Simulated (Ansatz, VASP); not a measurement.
## Two plane-wave programs on Sn3GeO

```
Sn Ge O
1.0
     4.93165    0.00000    0.00000
     0.00000    4.93165    0.00000
     0.00000    0.00000    4.93165
Sn Ge O
3 1 1
Direct
  0.00000 0.50000 0.50000
  0.50000 0.00000 0.50000
  0.50000 0.50000 0.00000
  0.50000 0.50000 0.50000
  0.00000 0.00000 0.00000
```

Alike in both runs: task relaxation of cell and atoms; functional PBE; k mesh 4 × 4 × 4; occupations gaussian, width 0.1 eV; no spin polarisation.

```csv
,VASP,Ansatz
version,VASP 6.6.1,Ansatz 0.2.0
potentials or method,"VASP PAW PBE potentials, release 64 (Sn_d, Ge_d, O), cutoff 600 eV","scalar-relativistic, plane waves, PAW"
valence electrons in the cell,62,62
```

|  | VASP | Ansatz | Ansatz less VASP |
| --- | --- | --- | --- |
| gap on the k mesh at the Fermi level, each at its own relaxed structure (eV) | none | none | - |
| relaxed volume (Å³/atom) | 30.77 | 30.77 | +0.001 |
| relaxed length of the cell vector where the two differ most in proportion (Å) | 5.358 | 5.358 | +0.0001 |

A gap of «none» marks a metal or a gap that the smearing closes.

Noted on VASP's run: the volume moved by over 15 % at a fixed basis, so the end points are rough.
